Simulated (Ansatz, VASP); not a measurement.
# MoS2: VASP beside Ansatz

```
Mo S
1.0
     3.14799   -1.92978    0.00000
     3.14799    1.92978    0.00000
    -0.00310    0.00000    4.43933
Mo S
1 2
Direct
  0.00000 0.00000 0.00000
  0.68790 0.68790 0.28890
  0.31210 0.31210 0.71110
```

Alike in both runs: task single point; functional PBE; k mesh 5 × 5 × 4; occupations fermi-dirac, width 0.03 eV; no spin polarisation.

|  | VASP | Ansatz |
| --- | --- | --- |
| version | VASP 6.6.1 | Ansatz 0.2.0 |
| potentials or method | VASP PAW PBE potentials, release 64 (Mo_sv, S), cutoff 520 eV | all-electron LAPW, scalar-relativistic |

|  | VASP | Ansatz | Ansatz less VASP |
| --- | --- | --- | --- |
| gap on the k mesh at the Fermi level (eV) | none | none | - |
| pressure (GPa) | -3.8 | -3.7 | +0.08 |
| traceless stress, the component that is largest in VASP (GPa) | 18.18 | 18.14 | -0.034 |
| rms of the force components (eV/Å) | 0.610 | 0.610 | +0.0002 |

Atom by atom the forces differ by 0.001 eV/Å (rms over components). A gap of «none» marks a metal or a gap that the smearing closes. Ansatz ran all-electron here, and VASP with PAW potentials.

The k mesh is coarse, so the values compare programs but aren't converged. Noted on Ansatz's run: the k mesh is thin for a metal, which can move the energy by tens of meV per atom.
